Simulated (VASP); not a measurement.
## Si4Ge3: single point with PBE

The system is Si4Ge3.

```
Si Ge
1.0
     5.21545    3.01114    3.22720
    -5.21545    3.01114    3.22720
     0.00000   -6.02229    3.22720
Si Ge
8 6
Direct
  0.15367 0.01867 0.44059
  0.84633 0.98133 0.55941
  0.44059 0.15367 0.01867
  0.55941 0.84633 0.98133
  0.01867 0.44059 0.15367
  0.98133 0.55941 0.84633
  0.87678 0.87678 0.87678
  0.12322 0.12322 0.12322
  0.73818 0.30303 0.59536
  0.26182 0.69697 0.40464
  0.40464 0.26182 0.69697
  0.59536 0.73818 0.30303
  0.69697 0.40464 0.26182
  0.30303 0.59536 0.73818
```

```json
{"Program": "VASP 6.6.1", "Task": "single point", "Functional": "PBE", "Potentials or basis": "VASP PAW PBE potentials, release 64 (Si, Ge_d)", "Cutoff": "520 eV", "k mesh": "3 × 3 × 3", "Occupations": "gaussian, width 0.2 eV", "Spin": "no spin polarisation", "Dipole correction": "no", "Further INCAR settings": "ALGO = Normal; EDIFF = 1e-06; NBANDS = 71"}
```

```json
{"Pressure": "-0.1 GPa", "Largest force": "0.023 eV/Å", "Band gap on the k mesh": "0.72 eV, indirect (least direct gap 1.54 eV)"}
```

Forces on the atoms (eV/Å):
```
Si  -0.001 -0.001 -0.015
Si   0.001  0.001  0.015
Si   0.001 -0.001 -0.015
Si  -0.001  0.001  0.015
Si   0.000  0.002 -0.015
Si   0.000 -0.002  0.015
Si   0.000  0.000 -0.010
Si   0.000  0.000  0.010
Ge   0.014  0.000 -0.018
Ge  -0.014  0.000  0.018
Ge   0.007 -0.013  0.018
Ge  -0.007  0.013 -0.018
Ge   0.008  0.012  0.018
Ge  -0.008 -0.012 -0.018
```

Stress tensor (GPa, compression positive):
```
 0.01  0.00  0.00
 0.00  0.01  0.00
 0.00  0.00 -0.20
```

Levels at points of the mesh, in eV from the valence-band top:
| k point | band 56 | band 57 | band 58 | band 59 | band 60 | band 61 |
| --- | --- | --- | --- | --- | --- | --- |
| (0.00, 0.00, 0.00) | 0.00 | 0.00 | 0.00 | 1.57 | 2.45 | 2.45 |

Wall time 100 s on 1 thread of Intel(R) Xeon(R) 6975P-C (Granite Rapids), on a shared host, peak memory 0.41 GiB.

A k mesh can miss the band edges. PBE gaps usually lie below the measured ones, often by a third to a half.
